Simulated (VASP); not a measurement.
A run of VASP 6.6.1:

File INCAR:

```
PREC = Accurate ; ENCUT = 520
EDIFF = 1E-6 ; ISMEAR = 0
SIGMA = 0.15 ; LREAL = F
LASPH = T ; NELM = 80
ALGO = Normal ; ISIF = 2
LWAVE = F ; LCHARG = F
GGA = CA ; NBANDS = 15
```

File KPOINTS:

```
Automatic mesh
0
Gamma
  5 5 5
```

File POSCAR:

```
TaN
1.0
    2.9380000000      0.0000000000      0.0000000000
   -1.4690000000      2.5443826400      0.0000000000
    0.0000000000      0.0000000000      2.8830000000
Ta N
1 1
Direct
    0.3333333333      0.6666666667      0.5000000000
    0.0000000000      0.0000000000      0.0000000000
```

Potentials or basis: VASP PAW LDA potentials, release 64 (Ta_pv, N).

Launch:

```console
$ cat potpaw_LDA.64/Ta_pv/POTCAR potpaw_LDA.64/N/POTCAR > POTCAR
$ mpirun -np 1 vasp_std > vasp.out
```

Hardware: 1 thread of Intel(R) Xeon(R) Platinum 8259CL CPU @ 2.50GHz (Skylake/Cascade Lake) (shared host).

Task: How long does it take, and how much memory?

Result: It took 4.6 s on 1 thread of Intel(R) Xeon(R) Platinum 8259CL CPU @ 2.50GHz (Skylake/Cascade Lake), with other jobs on the host, peak memory 0.13 GiB. Counts: scf iterations 12, k points 15.
